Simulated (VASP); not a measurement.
# SnSe (P4/nmm) in VASP: a series of runs

SnSe is run at these levels: r2SCAN+rVV10; tasks: single point.

Everything below comes from runs of VASP 6.6.1. Logs are shortened: lines on timing, memory, paths and dates and some standing lists are left out, and cuts for length are marked.

### Step 1. The cell of the first run

The typed cell holds 4 atoms: a = 4.231 Å, b = 4.231 Å, c = 5.985 Å, α = 90.00°, β = 90.00°, γ = 90.00°.

### Step 2. Single point, r2SCAN+rVV10

POSCAR

```
SnSe
1.0
    4.2314298126      0.0000000000      0.0000000000
    0.0000000000      4.2314298126      0.0000000000
    0.0000000000      0.0000000000      5.9848253036
Sn Se
2 2
Direct
    0.5000000000      0.0000000000      0.2500456838
    0.0000000000      0.5000000000      0.7499543162
    0.5000000000      0.0000000000      0.7499558506
    0.0000000000      0.5000000000      0.2500441494
```

INCAR.step1

```
ALGO     = Normal         # electronic algorithm
EDIFF    = 1E-4           # SCF threshold, eV
ENCUT    = 520            # plane-wave cutoff, eV
GGA      = PE             # functional
ISMEAR   = 0              # smearing method
LASPH    = T              # aspherical terms in the spheres
LCHARG   = F              # write CHGCAR
LREAL    = F              # projectors in reciprocal space
LWAVE    = T              # write WAVECAR
NBANDS   = 28             # bands
NELM     = 100            # most SCF steps
PREC     = Accurate       # precision mode
SIGMA    = 0.02           # smearing width, eV
```

INCAR.step2

```
ALGO     = Normal         # electronic algorithm
BPARAM   = 11.95        
CPARAM   = 0.0093       
EDIFF    = 1E-7           # SCF threshold, eV
ENCUT    = 520            # plane-wave cutoff, eV
ISIF     = 2              # what is computed and relaxed
ISMEAR   = 0              # smearing method
ISTART   = 1            
IVDW_NL  = 2            
LASPH    = T              # aspherical terms in the spheres
LCHARG   = T              # write CHGCAR
LELF     = T              # ELF
LMIXTAU  = T            
LREAL    = F              # projectors in reciprocal space
LUSE_VDW = T            
LVHAR    = T            
LWAVE    = F              # write WAVECAR
METAGGA  = R2SCAN         # meta-GGA
NBANDS   = 28             # bands
NELM     = 100            # most SCF steps
PREC     = Accurate       # precision mode
SIGMA    = 0.02           # smearing width, eV
```

KPOINTS

```
k-points
0
Gamma
  8 8 6
```

Potentials or basis: VASP PAW PBE potentials, release 64 (Sn_d, Se).

Launch:

```console
$ cat potpaw_PBE.64/Sn_d/POTCAR potpaw_PBE.64/Se/POTCAR > POTCAR
$ cp INCAR.step1 INCAR
$ mpirun -np 1 vasp_std > vasp.out
$ cp INCAR.step2 INCAR
$ mpirun -np 1 vasp_std > vasp.out
```

OUTCAR:

```text
BPARAM = 11.95
   EDIFF = 1E-7
   ENCUT = 520
   ISIF = 2
   ISMEAR = 0
   ISTART = 1
   IVDW_NL = 2
   LASPH = T
   LREAL = F
   METAGGA = R2SCAN
   NELM = 100
   PREC = Accurate

 ion  position               nearest neighbor table
   1  0.500  0.000  0.250-   3 2.99   4 2.99   4 2.99   4 2.99   4 2.99   3 2.99
   2  0.000  0.500  0.750-   4 2.99   3 2.99   3 2.99   3 2.99   3 2.99   4 2.99
   3  0.500  0.000  0.750-   1 2.99   2 2.99   2 2.99   2 2.99   2 2.99   1 2.99
   4  0.000  0.500  0.250-   2 2.99   1 2.99   1 2.99   1 2.99   1 2.99   2 2.99

  LATTYP: Found a simple tetragonal cell.
 ALAT       =     4.2314298126
 C/A-ratio  =     1.4143742349

  Lattice vectors:

 A1 = (   4.2314298126,   0.0000000000,   0.0000000000)
 A2 = (   0.0000000000,   4.2314298126,   0.0000000000)
 A3 = (   0.0000000000,   0.0000000000,   5.9848253036)

Analysis of symmetry for initial positions (statically):
=====================================================================
 Subroutine PRICEL returns:
 Original cell was already a primitive cell.

 Routine SETGRP: Setting up the symmetry group for a
 simple tetragonal supercell.

 Subroutine GETGRP returns: Found 16 space group operations
 (whereof  8 operations were pure point group operations)
 out of a pool of 16 trial point group operations.

The static configuration has the point symmetry D_2d.
 The point group associated with its full space group is D_4h.

Analysis of symmetry for dynamics (positions and initial velocities):
=====================================================================
 Subroutine PRICEL returns:
 Original cell was already a primitive cell.

 Routine SETGRP: Setting up the symmetry group for a
 simple tetragonal supercell.

 Subroutine GETGRP returns: Found 16 space group operations
 (whereof  8 operations were pure point group operations)
 out of a pool of 16 trial point group operations.

The dynamic configuration has the point symmetry D_2d.
 The point group associated with its full space group is D_4h.

 Subroutine INISYM returns: Found 16 space group operations
 (whereof  8 operations are pure point group operations),
 and found     1 'primitive' translations

----------------------------------------------------------------------------------------

                                     Primitive cell

  volume of cell :     107.1583

[... 91 lines left out ...]
   NELM   =    100;   NELMIN=  2; NELMDL=  0     # of ELM steps
   EDIFF  = 0.1E-06   stopping-criterion for ELM
   LREAL  =      F    real-space projection
   EDIFFG = 0.1E-05   stopping-criterion for IOM
   NSW    =      0    number of steps for IOM
   IBRION =     -1    ionic relax: 0-MD 1-quasi-New 2-CG
   NFREE  =      0    steps in history (QN), initial steepest desc. (CG)
   ISIF   =      2    stress and relaxation
   ISYM   =      2    0-nonsym 1-usesym 2-fastsym
   POTIM  = 0.5000    time-step for ionic-motion
   TEBEG  =    0.0;   TEEND  =   0.0 temperature during run
   PSTRESS=    0.0 pullay stress
   NELECT =      40.0000    total number of electrons
   NUPDOWN=      -1.0000    fix difference up-down
   EMIN   =  10.00;   EMAX   =-10.00  energy-range for DOS
   EFERMI =   0.00;   METHOD = LEGACY
   ISMEAR =     0;   SIGMA  =   0.02  broadening in eV -4-tet -1-fermi 0-gaus
   EFERMI_NEDOS =   21; number of points for ismear=-14 and -15
   IALGO  =     38    algorithm
   IMIX   =      4    mixing-type and parameters
     AMIX     =   0.40;   BMIX     =  1.00
     AMIX_MAG =   1.60;   BMIX_MAG =  1.00
  volume/ion in A,a.u.               =      26.79       180.78
  Fermi-wavevector in a.u.,A,eV,Ry     =   1.178744  2.227504 18.904451  1.389438
  Thomas-Fermi vector in A             =   2.315068
   LORBIT       =      0    0 simple, 1 ext, 2 COOP (PROOUT), +10 PAW based schemes
   METAGGA = R2SCAN    functional components
   LHFCALC =     F    Hartree Fock is set to
   AEXX    =    0.0000 exact exchange contribution
   IVDW_NL    =     2    kernel type
   BPARAM     =11.9500
   IVDW    =     0    specifies the selected vdW correction
   LEPSILON=     F    determine dielectric tensor
   LRPA    =     F    only Hartree local field effects (RPA)
 non-spin polarized calculation
 Gauss-broadening in eV      SIGMA  =   0.02
  energy-cutoff  :      520.00
  volume of cell :      107.16
 maximum number of plane-waves:      2916
 NGX is ok and might be reduce to    32
   NGX = 15   NGY = 15   NGZ = 23

 number of electron      40.0000005 magnetization

 Free energy of the ion-electron system (eV)
  ---------------------------------------------------
  ext. energy  EPLUGINS =         0.00000000
  ---------------------------------------------------
  free energy    TOTEN  =       -78.74977282 eV

  energy without entropy =      -78.74977282  energy(sigma->0) =      -78.74977282

 E-fermi :   5.9882     XC(G=0): -10.3216

 val. band max:        5.8557659555   @ k =   0.5000   0.0000   0.5000
 cond. band min:       6.2366125097   @ k =   0.5000   0.0000   0.3333
 fundamental gap:      0.3808465542
 Fermi energy:         5.9881666935

 k-point     1 :       0.0000    0.0000    0.0000
  band No.  band energies     occupation
      1     -16.6503      2.00000
      2     -16.6166      2.00000
      3     -16.6137      2.00000
      4     -16.6134      2.00000
      5     -16.6101      2.00000
      6     -16.6101      2.00000
[... 733 lines left out ...]
     27      12.1908      0.00000
     28      12.1908      0.00000

 [... further k-points ...]

------------------------ aborting loop because EDIFF is reached ----------------------------------------

  FORCE on cell =-STRESS in cart. coord.  units (eV):
  Direction    XX          YY          ZZ          XY          YZ          ZX
  --------------------------------------------------------------------------------------
  -------------------------------------------------------------------------------------
  Total        0.0878940      0.0878940      0.0884709      0.0000000      0.0000000      0.0000000
  in kB        1.3141481      1.3141481      1.3227731      0.0000000      0.0000000      0.0000000
  external PRESSURE =       1.3170231 kB  Pullay stress =       0.0000000 kB

 VOLUME and BASIS-vectors are now :
 -----------------------------------------------------------------------------
  energy-cutoff  :      520.00
  volume of cell :      107.16
      direct lattice vectors                 reciprocal lattice vectors
     4.231429813  0.000000000  0.000000000     0.236326737  0.000000000  0.000000000
     0.000000000  4.231429813  0.000000000     0.000000000  0.236326737  0.000000000
     0.000000000  0.000000000  5.984825304     0.000000000  0.000000000  0.167089255

 POSITION                                       TOTAL-FORCE (eV/Angst)
 -----------------------------------------------------------------------------------
      2.11571      0.00000      1.49648        -0.000000      0.000000     -0.000163
      0.00000      2.11571      4.48835         0.000000      0.000000      0.000163
      2.11571      0.00000      4.48835         0.000000      0.000000      0.000113
      0.00000      2.11571      1.49647         0.000000      0.000000     -0.000113
 -----------------------------------------------------------------------------------
    total drift:                                0.000000      0.000000      0.000000

  FREE ENERGIE OF THE ION-ELECTRON SYSTEM (eV)
  ---------------------------------------------------
  free  energy   TOTEN  =       -78.7497728203 eV

  energy  without entropy=      -78.7497728203  energy(sigma->0) =      -78.74977282
```

OSZICAR.step1:

```text
N       E                     dE             d eps       ncg     rms          rms(c)
DAV:   1     0.365034000523E+03    0.36503E+03   -0.19317E+04  3432   0.183E+03
DAV:   2     0.339468801645E+02   -0.33109E+03   -0.32186E+03  3432   0.477E+02
DAV:   3    -0.144508407702E+02   -0.48398E+02   -0.47256E+02  4060   0.155E+02
DAV:   4    -0.167050000175E+02   -0.22542E+01   -0.22416E+01  3860   0.344E+01
DAV:   5    -0.167585226024E+02   -0.53523E-01   -0.53509E-01  4104   0.599E+00    0.444E+00
DAV:   6    -0.164076073872E+02    0.35092E+00   -0.75882E-01  4560   0.455E+00    0.267E+00
DAV:   7    -0.164071796555E+02    0.42773E-03   -0.19469E-01  4112   0.169E+00    0.123E+00
DAV:   8    -0.164105125848E+02   -0.33329E-02   -0.19651E-02  3668   0.102E+00    0.147E-01
DAV:   9    -0.164103504794E+02    0.16211E-03   -0.22937E-03  4232   0.361E-01    0.668E-02
DAV:  10    -0.164105182401E+02   -0.16776E-03   -0.39691E-04  3096   0.934E-02    0.286E-02
DAV:  11    -0.164105373482E+02   -0.19108E-04   -0.76053E-05  2224   0.741E-02
   1 F= -.16410537E+02 E0= -.16410537E+02  d E =-.713284E-34
```

It took 5.8 min on 1 thread of AMD EPYC 9R45 (Zen 5), shared host; peak memory 0.48 GiB.

Results:

```yaml
Free_energy: -78.7498 eV
Pressure: 0.1 GPa
Band_gap_on_the_k_mesh: 0.38 eV
```

Levels at points of the mesh, in eV from the valence-band top:
| k point | band 16 | band 17 | band 18 | band 19 | band 20 | band 21 | band 22 | band 23 | band 24 | band 25 |
| --- | --- | --- | --- | --- | --- | --- | --- | --- | --- | --- |
| (0.00, 0.00, 0.00) | -4.16 | -4.16 | -2.65 | -2.65 | -2.65 | 3.03 | 4.46 | 4.47 | 4.47 | 5.61 |
| (0.50, 0.00, 0.00) | -4.50 | -2.51 | -2.51 | -0.75 | -0.75 | 1.23 | 1.23 | 1.66 | 1.66 | 4.39 |
| (0.50, 0.50, 0.00) | -6.05 | -4.16 | -4.16 | -4.16 | -4.16 | 3.03 | 3.03 | 5.61 | 5.61 | 5.61 |
| (0.00, 0.00, 0.50) | -3.48 | -3.48 | -3.48 | -1.95 | -1.95 | 2.16 | 2.16 | 3.99 | 3.99 | 4.63 |
| (0.50, 0.00, 0.50) | -2.38 | -2.38 | -2.38 | 0.00 | 0.00 | 0.57 | 0.57 | 1.15 | 1.15 | 1.15 |
| (0.50, 0.50, 0.50) | -5.26 | -5.26 | -5.26 | -1.07 | -1.07 | 1.49 | 1.49 | 4.93 | 4.93 | 4.93 |

Caveat: semilocal functionals underestimate gaps, and a narrow one can read as zero; the PAW data sets were made with another functional, which shifts forces and pressure a little; spin-orbit coupling is left out, which moves the levels of the heavy elements. A k mesh can miss the band edges.

### Step 3. Single point, r2SCAN+rVV10

This run uses another cell than the first one, of 26.68 Å³/atom.

POSCAR

```
SnSe
1.0
    4.2197055783      0.0000000000      0.0000000000
    0.0000000000      4.2197055783      0.0000000000
    0.0000000000      0.0000000000      5.9936336683
Sn Se
2 2
Direct
    0.5000000000      0.0000000000      0.2500503099
    0.0000000000      0.5000000000      0.7499496901
    0.5000000000      0.0000000000      0.7499516208
    0.0000000000      0.5000000000      0.2500483792
```

INCAR.step1

```
SYSTEM = SnSe
PREC     = Accurate       ! precision mode
ENCUT    = 520            ! plane-wave cutoff, eV
ISMEAR   = 0              ! smearing method
SIGMA    = 0.02           ! smearing width, eV
LREAL    = .FALSE.        ! projectors in reciprocal space
LASPH    = .TRUE.         ! aspherical terms in the spheres
NELM     = 100            ! most SCF steps
NBANDS   = 28             ! bands
GGA      = PE             ! functional
ALGO     = Normal         ! electronic algorithm
EDIFF    = 1E-4           ! SCF threshold, eV
LWAVE    = .TRUE.         ! write WAVECAR
LCHARG   = .FALSE.        ! write CHGCAR
```

INCAR.step2

```
SYSTEM = SnSe
PREC     = Accurate       ! precision mode
ENCUT    = 520            ! plane-wave cutoff, eV
EDIFF    = 1E-6           ! SCF threshold, eV
ISMEAR   = 0              ! smearing method
SIGMA    = 0.02           ! smearing width, eV
LREAL    = .FALSE.        ! projectors in reciprocal space
LASPH    = .TRUE.         ! aspherical terms in the spheres
NELM     = 100            ! most SCF steps
ALGO     = Normal         ! electronic algorithm
ISIF     = 2              ! what is computed and relaxed
LWAVE    = .FALSE.        ! write WAVECAR
LCHARG   = .FALSE.        ! write CHGCAR
METAGGA  = R2SCAN         ! meta-GGA
LMIXTAU  = .TRUE.       
LUSE_VDW = .TRUE.       
IVDW_NL  = 2            
BPARAM   = 11.95        
CPARAM   = 0.0093       
NBANDS   = 28             ! bands
ISTART   = 1
```

KPOINTS

```
Automatic mesh
0
G
  6 6 4
  0 0 0
```

Potentials or basis: VASP PAW PBE potentials, release 64 (Sn_d, Se).

Launch:

```console
$ cat potpaw_PBE.64/Sn_d/POTCAR potpaw_PBE.64/Se/POTCAR > POTCAR
$ cp INCAR.step1 INCAR
$ mpirun -np 1 vasp_std > vasp.out
$ cp INCAR.step2 INCAR
$ mpirun -np 1 vasp_std > vasp.out
```

OUTCAR:

```text
SYSTEM = SnSe
   PREC = Accurate
   ENCUT = 520
   EDIFF = 1E-6
   ISMEAR = 0
   LREAL = .FALSE.
   LASPH = .TRUE.
   NELM = 100
   ISIF = 2
   METAGGA = R2SCAN
   IVDW_NL = 2
   BPARAM = 11.95
   ISTART = 1

 ion  position               nearest neighbor table
   1  0.500  0.000  0.250-   4 2.98   4 2.98   4 2.98   4 2.98   3 3.00   3 3.00
   2  0.000  0.500  0.750-   3 2.98   3 2.98   3 2.98   3 2.98   4 3.00   4 3.00
   3  0.500  0.000  0.750-   2 2.98   2 2.98   2 2.98   2 2.98   1 3.00   1 3.00
   4  0.000  0.500  0.250-   1 2.98   1 2.98   1 2.98   1 2.98   2 3.00   2 3.00

  LATTYP: Found a simple tetragonal cell.
 ALAT       =     4.2197055783
 C/A-ratio  =     1.4203914366

  Lattice vectors:

 A1 = (   4.2197055783,   0.0000000000,   0.0000000000)
 A2 = (   0.0000000000,   4.2197055783,   0.0000000000)
 A3 = (   0.0000000000,   0.0000000000,   5.9936336683)

Analysis of symmetry for initial positions (statically):
=====================================================================
 Subroutine PRICEL returns:
 Original cell was already a primitive cell.

 Routine SETGRP: Setting up the symmetry group for a
 simple tetragonal supercell.

[... 177 lines left out ...]
 val. band max:        5.8964233417   @ k =   0.5000   0.0000   0.5000
 cond. band min:       6.4889701079   @ k =   0.5000   0.0000   0.5000
 fundamental gap:      0.5925467662
 Fermi energy:         6.0406742556

 k-point     1 :       0.0000    0.0000    0.0000
  band No.  band energies     occupation
      1     -16.6102      2.00000
      2     -16.5732      2.00000
      3     -16.5697      2.00000
      4     -16.5676      2.00000
      5     -16.5676      2.00000
      6     -16.5669      2.00000
[... 733 lines left out ...]
     27      14.5125      0.00000
     28      14.5125      0.00000

 [... further k-points ...]

------------------------ aborting loop because EDIFF is reached ----------------------------------------

  FORCE on cell =-STRESS in cart. coord.  units (eV):
  Direction    XX          YY          ZZ          XY          YZ          ZX
  --------------------------------------------------------------------------------------
  -------------------------------------------------------------------------------------
  Total        0.0918176      0.0918176      0.0866601      0.0000000      0.0000000      0.0000000
  in kB        1.3784210      1.3784210      1.3009934      0.0000000      0.0000000      0.0000000
  external PRESSURE =       1.3526118 kB  Pullay stress =       0.0000000 kB

 VOLUME and BASIS-vectors are now :
 -----------------------------------------------------------------------------
  energy-cutoff  :      520.00
  volume of cell :      106.72
      direct lattice vectors                 reciprocal lattice vectors
     4.219705578  0.000000000  0.000000000     0.236983359  0.000000000  0.000000000
     0.000000000  4.219705578  0.000000000     0.000000000  0.236983359  0.000000000
     0.000000000  0.000000000  5.993633668     0.000000000  0.000000000  0.166843697

 POSITION                                       TOTAL-FORCE (eV/Angst)
 -----------------------------------------------------------------------------------
      2.10985      0.00000      1.49871         0.000000      0.000000     -0.000182
      0.00000      2.10985      4.49492        -0.000000      0.000000      0.000182
      2.10985      0.00000      4.49494        -0.000000      0.000000      0.000176
      0.00000      2.10985      1.49870         0.000000     -0.000000     -0.000176
 -----------------------------------------------------------------------------------
    total drift:                                0.000000      0.000000      0.000000

  FREE ENERGIE OF THE ION-ELECTRON SYSTEM (eV)
  ---------------------------------------------------
  free  energy   TOTEN  =       -78.7544178125 eV

  energy  without entropy=      -78.7544178125  energy(sigma->0) =      -78.75441781
```

OSZICAR.step1:

```text
N       E                     dE             d eps       ncg     rms          rms(c)
DAV:   1     0.369033523915E+03    0.36903E+03   -0.19486E+04  1720   0.186E+03
DAV:   2     0.345272099590E+02   -0.33451E+03   -0.32507E+03  1680   0.480E+02
DAV:   3    -0.144174154233E+02   -0.48945E+02   -0.48012E+02  2076   0.155E+02
DAV:   4    -0.166944021661E+02   -0.22770E+01   -0.22652E+01  1924   0.344E+01
DAV:   5    -0.167485673664E+02   -0.54165E-01   -0.54154E-01  2072   0.601E+00    0.447E+00
DAV:   6    -0.164114472107E+02    0.33712E+00   -0.74396E-01  2268   0.451E+00    0.271E+00
DAV:   7    -0.164109174137E+02    0.52980E-03   -0.18909E-01  2064   0.168E+00    0.123E+00
DAV:   8    -0.164137976020E+02   -0.28802E-02   -0.19353E-02  1888   0.997E-01    0.145E-01
DAV:   9    -0.164136617612E+02    0.13584E-03   -0.22733E-03  2080   0.353E-01    0.647E-02
DAV:  10    -0.164138116224E+02   -0.14986E-03   -0.34921E-04  1548   0.893E-02    0.268E-02
DAV:  11    -0.164138276620E+02   -0.16040E-04   -0.67528E-05  1084   0.694E-02
   1 F= -.16413828E+02 E0= -.16413828E+02  d E =-.303814E-36
```

Run time: 3.4 min. Hardware: 1 thread of AMD EPYC 9R45 (Zen 5), shared host; peak memory 0.41 GiB.

What came out:

| Item | Value |
| --- | --- |
| Free energy | -78.7544 eV |
| Pressure | 0.1 GPa |
| Band gap on the k mesh | 0.59 eV |

Caveat: semilocal functionals underestimate gaps, and a narrow one can read as zero; the PAW data sets were made with another functional, which shifts forces and pressure a little; spin-orbit coupling is left out, which moves the levels of the heavy elements.
